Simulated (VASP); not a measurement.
# Bi (P6_3/mmc) in VASP: a series of runs

The runs below take Bi through single point, with r2SCAN.

Everything below comes from runs of VASP 6.6.1. Logs are shortened: lines on timing, memory, paths and dates and some standing lists are left out, and cuts for length are marked.

## Step 1: The cell of the first run

It takes space group P6_3/mmc (No. 194, hexagonal). Conventional cell: a = 5.408 Å, b = 5.408 Å, c = 7.027 Å, α = 90.00°, β = 90.00°, γ = 120.00°. Bi (site symmetry 3m) has 5 Bi at 3.04 to 3.99 Å within 4.0 Å.

This isn't the form of Bi at room conditions, which is rhombohedral.

## Step 2: Single point, r2SCAN

POSCAR

```
Bi
1.0
    5.4075315428      0.0000000000      0.0000000000
   -2.7037657714      4.6830596878      0.0000000000
    0.0000000000      0.0000000000      7.0267639453
Bi
4
Direct
    0.3333333333      0.6666666667      0.4660488220
    0.6666666667      0.3333333333      0.9660488220
    0.6666666667      0.3333333333      0.5339511780
    0.3333333333      0.6666666667      0.0339511780
```

INCAR.step1

```
ALGO = Normal
EDIFF = 1E-4
ENCUT = 520
GGA = PE
ISMEAR = 0
LASPH = True
LCHARG = False
LREAL = False
LWAVE = True
NBANDS = 38
NELM = 100
PREC = Accurate
SIGMA = 0.1
```

INCAR.step2

```
ALGO = Normal
EDIFF = 1E-6
ENCUT = 520
ISIF = 2
ISMEAR = 0
ISTART = 1
LASPH = True
LCHARG = False
LMIXTAU = True
LREAL = False
LWAVE = False
METAGGA = R2SCAN
NBANDS = 38
NELM = 100
PREC = Accurate
SIGMA = 0.1
```

KPOINTS

```
k-points
0
Gamma
  6 6 4
```

Potentials or basis: VASP PAW PBE potentials, release 64 (Bi_d).

On the command line:

```
$ cat potpaw_PBE.64/Bi_d/POTCAR > POTCAR
$ cp INCAR.step1 INCAR
$ mpirun -np 1 vasp_std > vasp.out
$ cp INCAR.step2 INCAR
$ mpirun -np 1 vasp_std > vasp.out
```

OUTCAR:

```text
EDIFF = 1E-6
   ENCUT = 520
   ISIF = 2
   ISMEAR = 0
   ISTART = 1
   LASPH = True
   LREAL = False
   METAGGA = R2SCAN
   NELM = 100
   PREC = Accurate

 ion  position               nearest neighbor table
   1  0.333  0.667  0.466-   4 3.04   3 3.16   3 3.16   3 3.16
   2  0.667  0.333  0.966-   3 3.04   4 3.16   4 3.16   4 3.16
   3  0.667  0.333  0.534-   2 3.04   1 3.16   1 3.16   1 3.16
   4  0.333  0.667  0.034-   1 3.04   2 3.16   2 3.16   2 3.16

  LATTYP: Found a hexagonal cell.
 ALAT       =     5.4075315428
 C/A-ratio  =     1.2994402140

  Lattice vectors:

 A1 = (   5.4075315428,   0.0000000000,   0.0000000000)
 A2 = (  -2.7037657714,   4.6830596878,   0.0000000000)
 A3 = (   0.0000000000,   0.0000000000,   7.0267639453)

Analysis of symmetry for initial positions (statically):
=====================================================================
 Subroutine PRICEL returns:
 Original cell was already a primitive cell.

 Routine SETGRP: Setting up the symmetry group for a
 hexagonal supercell.

 Subroutine GETGRP returns: Found 24 space group operations
 (whereof 12 operations were pure point group operations)
 out of a pool of 24 trial point group operations.

The static configuration has the point symmetry D_3d.
 The point group associated with its full space group is D_6h.

Analysis of symmetry for dynamics (positions and initial velocities):
=====================================================================
 Subroutine PRICEL returns:
 Original cell was already a primitive cell.

 Routine SETGRP: Setting up the symmetry group for a
 hexagonal supercell.

 Subroutine GETGRP returns: Found 24 space group operations
 (whereof 12 operations were pure point group operations)
 out of a pool of 24 trial point group operations.

The dynamic configuration has the point symmetry D_3d.
 The point group associated with its full space group is D_6h.

 Subroutine INISYM returns: Found 24 space group operations
 (whereof 12 operations are pure point group operations),
 and found     1 'primitive' translations

----------------------------------------------------------------------------------------

                                     Primitive cell

  volume of cell :     177.9443

  direct lattice vectors                    reciprocal lattice vectors
     5.407531543  0.000000000  0.000000000     0.184927262  0.106767804  0.000000000
    -2.703765771  4.683059688  0.000000000     0.000000000  0.213535608  0.000000000
     0.000000000  0.000000000  7.026763945     0.000000000  0.000000000  0.142313020

  length of vectors
     5.407531543  5.407531543  7.026763945     0.213535608  0.213535608  0.142313020

  position of ions in fractional coordinates (direct lattice)
     0.333333333  0.666666667  0.466048822
     0.666666667  0.333333333  0.966048822
     0.666666667  0.333333333  0.533951178
     0.333333333  0.666666667  0.033951178

  ion indices of the primitive-cell ions
   primitive index   ion index
                 1           1
                 2           2
                 3           3
                 4           4

----------------------------------------------------------------------------------------

 KPOINTS: k-points

Automatic generation of k-mesh.
 Grid dimensions read from file:
 generate k-points for:    6    6    4

 Generating k-lattice:

  Cartesian coordinates                     Fractional coordinates (reciprocal lattice)
     0.030821210  0.017794634  0.000000000     0.166666667 -0.000000000  0.000000000
     0.000000000  0.035589268  0.000000000     0.000000000  0.166666667  0.000000000
     0.000000000  0.000000000  0.035578255     0.000000000  0.000000000  0.250000000

  Length of vectors
     0.035589268  0.035589268  0.035578255

  Shift w.r.t. Gamma in fractional coordinates (k-lattice)
     0.000000000  0.000000000  0.000000000

 Subroutine IBZKPT returns following result:
 ===========================================

 Found     21 irreducible k-points:

 Following reciprocal coordinates:
            Coordinates               Weight
  0.000000  0.000000  0.000000      1.000000
  0.166667  0.000000  0.000000      6.000000
  0.333333  0.000000  0.000000      6.000000
  0.500000  0.000000  0.000000      3.000000
  0.166667  0.166667  0.000000      6.000000
  0.333333  0.166667  0.000000     12.000000
[... 13 lines left out ...]
  0.333333  0.166667  0.500000     12.000000
  0.333333  0.333333  0.500000      2.000000
   k-points           NKPTS =     21   k-points in BZ     NKDIM =     21   number of bands    NBANDS=     38
   number of dos      NEDOS =    301   number of ions     NIONS =      4
   total plane-waves  NPLWV =  86400
   dimension x,y,z NGX =    40 NGY =   40 NGZ =   54
   dimension x,y,z NGXF=    80 NGYF=   80 NGZF=  108
   ions per type =               4
   NGX,Y,Z   is equivalent  to a cutoff of  12.30, 12.30, 12.78 a.u.
   NGXF,Y,Z  is equivalent  to a cutoff of  24.59, 24.59, 25.55 a.u.
 SYSTEM =  unknown system
   PREC   = accura    normal or accurate (medium, high low for compatibility)
   ISTART =      1    job   : 0-new  1-cont  2-samecut
   ICHARG =      0    charge: 1-file 2-atom 10-const
   ISPIN  =      1    spin polarized calculation?
   LNONCOLLINEAR =      F non collinear calculations
   LSORBIT =      F    spin-orbit coupling
   LASPH  =      T    aspherical Exc in radial PAW
   ENCUT  =  520.0 eV  38.22 Ry    6.18 a.u.  10.05 10.05 13.07*2*pi/ulx,y,z
   NELM   =    100;   NELMIN=  2; NELMDL=  0     # of ELM steps
   EDIFF  = 0.1E-05   stopping-criterion for ELM
   LREAL  =      F    real-space projection
   EDIFFG = 0.1E-04   stopping-criterion for IOM
   NSW    =      0    number of steps for IOM
   IBRION =     -1    ionic relax: 0-MD 1-quasi-New 2-CG
   NFREE  =      0    steps in history (QN), initial steepest desc. (CG)
   ISIF   =      2    stress and relaxation
   ISYM   =      2    0-nonsym 1-usesym 2-fastsym
   POTIM  = 0.5000    time-step for ionic-motion
   TEBEG  =    0.0;   TEEND  =   0.0 temperature during run
   PSTRESS=    0.0 pullay stress
   NELECT =      60.0000    total number of electrons
   NUPDOWN=      -1.0000    fix difference up-down
   EMIN   =  10.00;   EMAX   =-10.00  energy-range for DOS
   EFERMI =   0.00;   METHOD = LEGACY
   ISMEAR =     0;   SIGMA  =   0.10  broadening in eV -4-tet -1-fermi 0-gaus
   EFERMI_NEDOS =   21; number of points for ismear=-14 and -15
   IALGO  =     38    algorithm
   IMIX   =      4    mixing-type and parameters
     AMIX     =   0.40;   BMIX     =  1.00
     AMIX_MAG =   1.60;   BMIX_MAG =  1.00
  volume/ion in A,a.u.               =      44.49       300.21
  Fermi-wavevector in a.u.,A,eV,Ry     =   1.139455  2.153258 17.665231  1.298358
  Thomas-Fermi vector in A             =   2.276158
   LORBIT       =      0    0 simple, 1 ext, 2 COOP (PROOUT), +10 PAW based schemes
   METAGGA = R2SCAN    functional components
   LHFCALC =     F    Hartree Fock is set to
   AEXX    =    0.0000 exact exchange contribution
   IVDW    =     0    specifies the selected vdW correction
   LEPSILON=     F    determine dielectric tensor
   LRPA    =     F    only Hartree local field effects (RPA)
 non-spin polarized calculation
 Gauss-broadening in eV      SIGMA  =   0.10
  energy-cutoff  :      520.00
  volume of cell :      177.94
 maximum number of plane-waves:      4842
   NGX = 21   NGY = 21   NGZ = 27

 number of electron      60.0000010 magnetization

 Free energy of the ion-electron system (eV)
  ---------------------------------------------------
  ext. energy  EPLUGINS =         0.00000000
  ---------------------------------------------------
  free energy    TOTEN  =      -233.57617348 eV

  energy without entropy =     -233.57609787  energy(sigma->0) =     -233.57613567

 E-fermi :   4.4746     XC(G=0):  -8.8383

 val. band max:        4.2612004284   @ k =   0.3333   0.3333   0.2500
 cond. band min:       4.6723651862   @ k =   0.0000   0.0000   0.0000
 fundamental gap:      0.4111647578
 Fermi energy:         4.4746232019

 k-point     1 :       0.0000    0.0000    0.0000
  band No.  band energies     occupation
      1     -19.5008      2.00000
      2     -19.3775      2.00000
      3     -19.3619      2.00000
      4     -19.3619      2.00000
      5     -19.3573      2.00000
      6     -19.3573      2.00000
[... 30 lines left out ...]
     37       9.6305      0.00000
     38       9.6305      0.00000

 k-point     2 :       0.1667    0.0000    0.0000
  band No.  band energies     occupation
      1     -19.4991      2.00000
      2     -19.4139      2.00000
      3     -19.3794      2.00000
      4     -19.3549      2.00000
      5     -19.3541      2.00000
      6     -19.3510      2.00000
[... 30 lines left out ...]
     37       9.3762      0.00000
     38       9.4115      0.00000

 k-point     3 :       0.3333    0.0000    0.0000
  band No.  band energies     occupation
      1     -19.4931      2.00000
      2     -19.4507      2.00000
      3     -19.3992      2.00000
      4     -19.3805      2.00000
      5     -19.3640      2.00000
      6     -19.3531      2.00000
[... 30 lines left out ...]
     37       9.1964      0.00000
     38       9.2967      0.00000

 k-point     4 :       0.5000    0.0000    0.0000
  band No.  band energies     occupation
      1     -19.4848      2.00000
      2     -19.4703      2.00000
      3     -19.4074      2.00000
      4     -19.3909      2.00000
      5     -19.3714      2.00000
      6     -19.3554      2.00000
[... 30 lines left out ...]
     37       9.0441      0.00000
     38       9.3095      0.00000
[... 580 lines left out ...]
      4     -19.3922      2.00000
      5     -19.3548      2.00000
      6     -19.3548      2.00000
[... 30 lines left out ...]
     37      10.1226      0.00000
     38      10.1226      0.00000

 k-point    20 :       0.3333    0.1667    0.5000
  band No.  band energies     occupation
      1     -19.4559      2.00000
      2     -19.4559      2.00000
      3     -19.4137      2.00000
      4     -19.4137      2.00000
      5     -19.3472      2.00000
      6     -19.3472      2.00000
[... 30 lines left out ...]
     37       9.5037      0.00000
     38       9.5037      0.00000

 k-point    21 :       0.3333    0.3333    0.5000
  band No.  band energies     occupation
      1     -19.4557      2.00000
      2     -19.4557      2.00000
      3     -19.4283      2.00000
      4     -19.4283      2.00000
      5     -19.3365      2.00000
      6     -19.3365      2.00000
[... 30 lines left out ...]
     37       9.1322      0.00000
     38       9.1322      0.00000

------------------------ aborting loop because EDIFF is reached ----------------------------------------

  FORCE on cell =-STRESS in cart. coord.  units (eV):
  Direction    XX          YY          ZZ          XY          YZ          ZX
  --------------------------------------------------------------------------------------
  -------------------------------------------------------------------------------------
  Total        0.2259524      0.2259524      0.1339495      0.0000000     -0.0000000      0.0000000
  in kB        2.0344334      2.0344334      1.2060559      0.0000000     -0.0000000      0.0000000
  external PRESSURE =       1.7583075 kB  Pullay stress =       0.0000000 kB

 VOLUME and BASIS-vectors are now :
 -----------------------------------------------------------------------------
  energy-cutoff  :      520.00
  volume of cell :      177.94
      direct lattice vectors                 reciprocal lattice vectors
     5.407531543  0.000000000  0.000000000     0.184927262  0.106767804  0.000000000
    -2.703765771  4.683059688  0.000000000     0.000000000  0.213535608  0.000000000
     0.000000000  0.000000000  7.026763945     0.000000000  0.000000000  0.142313020

 POSITION                                       TOTAL-FORCE (eV/Angst)
 -----------------------------------------------------------------------------------
     -0.00000      3.12204      3.27482         0.000000     -0.000000      0.006014
      2.70377      1.56102      6.78820        -0.000000      0.000000      0.006014
      2.70377      1.56102      3.75195        -0.000000     -0.000000     -0.006014
     -0.00000      3.12204      0.23857         0.000000     -0.000000     -0.006014
 -----------------------------------------------------------------------------------
    total drift:                                0.000000      0.000000      0.000000

  FREE ENERGIE OF THE ION-ELECTRON SYSTEM (eV)
  ---------------------------------------------------
  free  energy   TOTEN  =      -233.5761734821 eV

  energy  without entropy=     -233.5760978669  energy(sigma->0) =     -233.57613567
```

Wall time 6.2 min (1 thread of AMD EPYC 9R45 (Zen 5), shared host); peak memory 0.33 GiB.

What came out:

| Item | Value |
| --- | --- |
| Free energy | -233.5762 eV |
| Pressure | 0.2 GPa |
| Largest force | 0.006 eV/Å |

Forces in eV/Å, atoms in the order of the input:
```
Bi   0.000  0.000  0.006
Bi   0.000  0.000  0.006
Bi   0.000  0.000 -0.006
Bi   0.000  0.000 -0.006
```

Caveat: the PAW data sets were made with another functional, which shifts forces and pressure a little; spin-orbit coupling is left out, which moves the levels of the heavy elements.

## Step 3: Single point, r2SCAN

This run uses another cell than the first one: it holds 2 atoms, not 4.

POSCAR

```
Bi
1.0
    3.4865873760      0.0000000000      0.0000000000
   -1.7432936880      3.0194732401      0.0000000000
    0.0000000000      0.0000000000      5.8843267076
Bi
2
Direct
    0.3333333333      0.6666666667      0.2500000000
    0.6666666667      0.3333333333      0.7500000000
```

INCAR.step1

```
SYSTEM = Bi
ALGO = Normal ; EDIFF = 1E-4
ENCUT = 520 ; GGA = PE
ISMEAR = 0 ; LASPH = .TRUE.
LCHARG = .FALSE. ; LREAL = .FALSE.
LWAVE = .TRUE. ; NBANDS = 22
NELM = 60 ; PREC = Accurate
SIGMA = 0.1
```

INCAR.step2

```
SYSTEM = Bi
ALGO = Normal ; EDIFF = 1E-6
ENCUT = 520 ; ISIF = 2
ISMEAR = 0 ; ISTART = 1
LASPH = .TRUE. ; LCHARG = .TRUE.
LELF = .TRUE. ; LMIXTAU = .TRUE.
LREAL = .FALSE. ; LVHAR = .TRUE.
LWAVE = .FALSE. ; METAGGA = R2SCAN
NBANDS = 22 ; NELM = 60
PREC = Accurate ; SIGMA = 0.1
```

KPOINTS

```
k-points
0
G
  6 6 4
  0 0 0
```

Potentials or basis: VASP PAW PBE potentials, release 64 (Bi_d).

On the command line:

```
$ cat potpaw_PBE.64/Bi_d/POTCAR > POTCAR
$ cp INCAR.step1 INCAR
$ mpirun -np 1 vasp_std > vasp.out
$ cp INCAR.step2 INCAR
$ mpirun -np 1 vasp_std > vasp.out
```

Wall time 66 s (1 thread of Intel Xeon Platinum 8488C (Sapphire Rapids), shared host); peak memory 0.19 GiB.

It converged, with:

```
Free energy            : -116.6146 eV
Pressure               : -0.2 GPa
Band gap on the k mesh : zero (bands 15 and 16 overlap by 7.58 eV)
```

Levels at points of the mesh, in eV from the Fermi level:
```tsv
k point	band 12	band 13	band 14	band 15	band 16	band 17	band 18	band 19
(0.00, 0.00, 0.00)	-11.74	-5.90	3.58	3.58	4.50	5.12	5.12	7.69
(0.50, 0.00, 0.00)	-10.42	-5.05	-3.72	-2.34	0.00	0.31	3.21	5.13
(0.00, 0.00, 0.50)	-13.51	-1.69	-1.69	4.31	4.31	4.31	4.31	8.59
(0.50, 0.00, 0.50)	-10.88	-5.43	-5.43	1.11	1.11	1.48	1.48	5.84
```

Caveat: the PAW data sets were made with another functional, which shifts forces and pressure a little; spin-orbit coupling is left out, which moves the levels of the heavy elements.

The gap in the log of VASP goes by the Fermi energy; the results here count the filled bands.